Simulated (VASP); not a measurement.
# MnO (F-43m) in VASP: notebook, part 2 of 2

VASP 6.6.1. The steps go on from the part before.

## 3. Single point, PBE, collinear spin, ferromagnetic start

This run uses another cell than the first one, of 13.83 Å³/atom.

INCAR

```
PREC     = Accurate       # precision mode
ENCUT    = 520            # plane-wave cutoff, eV
EDIFF    = 1E-6           # SCF threshold, eV
ISMEAR   = 0              # smearing method
SIGMA    = 0.1            # smearing width, eV
LREAL    = F              # projectors in reciprocal space
LASPH    = T              # aspherical terms in the spheres
NELM     = 150            # most SCF steps
ALGO     = Normal         # electronic algorithm
ISIF     = 2              # what is computed and relaxed
LWAVE    = F              # write WAVECAR
LCHARG   = T              # write CHGCAR
ISPIN    = 2              # spin polarisation
MAGMOM   = 4.38 0.24      # initial moments
LORBIT   = 11             # projections on sites
LMAXMIX  = 4              # l up to which the mixer works
GGA      = PE             # functional
LELF     = T              # ELF
LVHAR    = T            
NBANDS   = 20             # bands
```

KPOINTS

```
Automatic mesh
0
Gamma
  16 16 16
```

POSCAR

```
MnO
1.0
    0.0000000000      2.4004960772      2.4004960772
    2.4004960772      0.0000000000      2.4004960772
    2.4004960772      2.4004960772      0.0000000000
Mn O
1 1
Direct
    0.0000000000      0.0000000000      0.0000000000
    0.7500000000      0.7500000000      0.7500000000
```

Potentials or basis: VASP PAW PBE potentials, release 64 (Mn_pv, O).

Launch:

```sh
> cat potpaw_PBE.64/Mn_pv/POTCAR potpaw_PBE.64/O/POTCAR > POTCAR
> mpirun -np 1 vasp_std > vasp.out
```

OUTCAR:

```text
PREC = Accurate
   ENCUT = 520
   EDIFF = 1E-6
   ISMEAR = 0
   LREAL = F
   LASPH = T
   NELM = 150
   ISIF = 2
   ISPIN = 2
   LORBIT = 11
   GGA = PE

 ion  position               nearest neighbor table
   1  0.000  0.000  0.000-   2 2.08   2 2.08   2 2.08   2 2.08
   2  0.750  0.750  0.750-   1 2.08   1 2.08   1 2.08   1 2.08

  LATTYP: Found a face centered cubic cell.
 ALAT       =     4.8009921544

  Lattice vectors:

 A1 = (   0.0000000000,   2.4004960772,   2.4004960772)
 A2 = (   2.4004960772,   0.0000000000,   2.4004960772)
 A3 = (   2.4004960772,   2.4004960772,   0.0000000000)

Analysis of symmetry for initial positions (statically):
=====================================================================
 Subroutine PRICEL returns:
 Original cell was already a primitive cell.

 Routine SETGRP: Setting up the symmetry group for a
 face centered cubic supercell.

 Subroutine GETGRP returns: Found 24 space group operations
 (whereof 24 operations were pure point group operations)
 out of a pool of 48 trial point group operations.

The static configuration has the point symmetry T_d .

Analysis of symmetry for dynamics (positions and initial velocities):
=====================================================================
 Subroutine PRICEL returns:
 Original cell was already a primitive cell.

 Routine SETGRP: Setting up the symmetry group for a
 face centered cubic supercell.

 Subroutine GETGRP returns: Found 24 space group operations
 (whereof 24 operations were pure point group operations)
 out of a pool of 48 trial point group operations.

The dynamic configuration has the point symmetry T_d .

Analysis of structural, dynamic, and magnetic symmetry:
=====================================================================
 Subroutine PRICEL returns:
 Original cell was already a primitive cell.

 Routine SETGRP: Setting up the symmetry group for a
 face centered cubic supercell.

 Subroutine GETGRP returns: Found 24 space group operations
 (whereof 24 operations were pure point group operations)
 out of a pool of 48 trial point group operations.

The overall configuration has the point symmetry T_d .

 Subroutine INISYM returns: Found 24 space group operations
 (whereof 24 operations are pure point group operations),
 and found     1 'primitive' translations

----------------------------------------------------------------------------------------

                                     Primitive cell

  volume of cell :      27.6651

  direct lattice vectors                    reciprocal lattice vectors
     0.000000000  2.400496077  2.400496077    -0.208290280  0.208290280  0.208290280
     2.400496077  0.000000000  2.400496077     0.208290280 -0.208290280  0.208290280
     2.400496077  2.400496077  0.000000000     0.208290280  0.208290280 -0.208290280

  length of vectors
     3.394814109  3.394814109  3.394814109     0.360769348  0.360769348  0.360769348

  position of ions in fractional coordinates (direct lattice)
     0.000000000  0.000000000  0.000000000
     0.750000000  0.750000000  0.750000000

  ion indices of the primitive-cell ions
   primitive index   ion index
                 1           1
[... 59 lines left out ...]
   dimension x,y,z NGXF=    56 NGYF=   56 NGZF=   56
   ions per type =               1   1
   NGX,Y,Z   is equivalent  to a cutoff of  13.71, 13.71, 13.71 a.u.
   NGXF,Y,Z  is equivalent  to a cutoff of  27.42, 27.42, 27.42 a.u.
 SYSTEM =  unknown system
   PREC   = accura    normal or accurate (medium, high low for compatibility)
   ISTART =      0    job   : 0-new  1-cont  2-samecut
   ICHARG =      2    charge: 1-file 2-atom 10-const
   ISPIN  =      2    spin polarized calculation?
   LNONCOLLINEAR =      F non collinear calculations
   LSORBIT =      F    spin-orbit coupling
   LASPH  =      T    aspherical Exc in radial PAW
   ENCUT  =  520.0 eV  38.22 Ry    6.18 a.u.   6.31  6.31  6.31*2*pi/ulx,y,z
   NELM   =    150;   NELMIN=  2; NELMDL= -5     # of ELM steps
   EDIFF  = 0.1E-05   stopping-criterion for ELM
   LREAL  =      F    real-space projection
   EDIFFG = 0.1E-04   stopping-criterion for IOM
   NSW    =      0    number of steps for IOM
   IBRION =     -1    ionic relax: 0-MD 1-quasi-New 2-CG
   NFREE  =      0    steps in history (QN), initial steepest desc. (CG)
   ISIF   =      2    stress and relaxation
   ISYM   =      2    0-nonsym 1-usesym 2-fastsym
   POTIM  = 0.5000    time-step for ionic-motion
   TEBEG  =    0.0;   TEEND  =   0.0 temperature during run
   PSTRESS=    0.0 pullay stress
   NELECT =      19.0000    total number of electrons
   NUPDOWN=      -1.0000    fix difference up-down
   EMIN   =  10.00;   EMAX   =-10.00  energy-range for DOS
   EFERMI =   0.00;   METHOD = LEGACY
   ISMEAR =     0;   SIGMA  =   0.10  broadening in eV -4-tet -1-fermi 0-gaus
   EFERMI_NEDOS =   21; number of points for ismear=-14 and -15
   IALGO  =     38    algorithm
   IMIX   =      4    mixing-type and parameters
     AMIX     =   0.40;   BMIX     =  1.00
     AMIX_MAG =   1.60;   BMIX_MAG =  1.00
  volume/ion in A,a.u.               =      13.83        93.35
  Fermi-wavevector in a.u.,A,eV,Ry     =   1.444381  2.729484 28.384962  2.086236
  Thomas-Fermi vector in A             =   2.562682
   LORBIT       =     11    0 simple, 1 ext, 2 COOP (PROOUT), +10 PAW based schemes
   GGA     = PE    functional components
   LHFCALC =     F    Hartree Fock is set to
   AEXX    =    0.0000 exact exchange contribution
   IVDW    =     0    specifies the selected vdW correction
   LEPSILON=     F    determine dielectric tensor
   LRPA    =     F    only Hartree local field effects (RPA)
 spin polarized calculation
 Gauss-broadening in eV      SIGMA  =   0.10
  energy-cutoff  :      520.00
  volume of cell :       27.67
 maximum number of plane-waves:       757
 NGX is ok and might be reduce to    28
   NGX = 13   NGY = 13   NGZ = 13

 number of electron      19.0000006 magnetization       4.9989771

 Free energy of the ion-electron system (eV)
  ---------------------------------------------------
  ext. energy  EPLUGINS =         0.00000000
  ---------------------------------------------------
  free energy    TOTEN  =       -16.41427638 eV

  energy without entropy =      -16.41329996  energy(sigma->0) =      -16.41378817

 E-fermi :   5.3250     XC(G=0): -10.3699

 val. band max:        5.3190887041   @ k =   0.1250   0.0000   0.0000
 cond. band min:       5.3291361460   @ k =  -0.0625   0.0625   0.0000
 fundamental gap:      0.0100474419
 Fermi energy:         5.3249879227

 spin component 1

 k-point     1 :       0.0000    0.0000    0.0000
  band No.  band energies     occupation
      1     -45.1754      1.00000
      2     -45.1754      1.00000
      3     -45.1754      1.00000
      4     -14.2597      1.00000
      5      -0.6397      1.00000
      6      -0.6397      1.00000
[... 541 lines left out ...]
     19      22.7617      0.00000
     20      24.1760      0.00000

 [... further k-points ...]

 spin component 2

 k-point     1 :       0.0000    0.0000    0.0000
  band No.  band energies     occupation
      1     -40.4270      1.00000
      2     -40.4270      1.00000
      3     -40.4270      1.00000
      4     -13.8239      1.00000
      5       0.6774      1.00000
      6       0.6774      1.00000
[... 541 lines left out ...]
     19      24.3399      0.00000
     20      25.3078      0.00000

 [... further k-points ...]
[... 5 lines left out ...]
  --------------------------------------------------------------------------------------
  -------------------------------------------------------------------------------------
  Total        0.0531547      0.0531547      0.0531547     -0.0000000     -0.0000000     -0.0000000
  in kB        3.0783612      3.0783612      3.0783612     -0.0000000     -0.0000000     -0.0000000
  external PRESSURE =       3.0783612 kB  Pullay stress =       0.0000000 kB

 VOLUME and BASIS-vectors are now :
 -----------------------------------------------------------------------------
  energy-cutoff  :      520.00
  volume of cell :       27.67
      direct lattice vectors                 reciprocal lattice vectors
     0.000000000  2.400496077  2.400496077    -0.208290280  0.208290280  0.208290280
     2.400496077  0.000000000  2.400496077     0.208290280 -0.208290280  0.208290280
     2.400496077  2.400496077  0.000000000     0.208290280  0.208290280 -0.208290280

 POSITION                                       TOTAL-FORCE (eV/Angst)
 -----------------------------------------------------------------------------------
      0.00000      0.00000      0.00000         0.000000     -0.000000     -0.000000
      3.60074      3.60074      3.60074        -0.000000      0.000000      0.000000
 -----------------------------------------------------------------------------------
    total drift:                                0.000000      0.000000      0.000000

  FREE ENERGIE OF THE ION-ELECTRON SYSTEM (eV)
  ---------------------------------------------------
  free  energy   TOTEN  =       -16.4142763779 eV

  energy  without entropy=      -16.4132999596  energy(sigma->0) =      -16.41378817

 total charge

# of ion       s       p       d       tot
------------------------------------------
    1        0.231   6.211   4.933  11.375
    2        1.554   3.440   0.000   4.995
--------------------------------------------------
tot          1.785   9.651   4.933  16.370

 magnetization (x)

# of ion       s       p       d       tot
------------------------------------------
    1        0.037   0.058   4.332   4.426
    2        0.019   0.173   0.000   0.193
--------------------------------------------------
tot          0.056   0.231   4.332   4.619
```

Run time: 2.8 min. Hardware: 1 thread of Intel Xeon Platinum 8259CL at 2.50GHz (Skylake/Cascade Lake), shared host; peak memory 0.25 GiB.

Results:

* Free energy: -16.4143 eV
* Pressure: 0.3 GPa
* Band gap on the k mesh: zero (filled and empty bands overlap)
* Net moment: 5.00 μB per cell
* Site moments: Mn +4.43; O +0.19 μB
* Valence electrons inside the program's atomic spheres: Mn 11.38; O 5.00

Caveat: a cell with one magnetic atom can't hold antiferromagnetic order, which such compounds often take; semilocal functionals often make such compounds metallic where correlation or magnetic order opens a gap, which also shifts bond lengths.
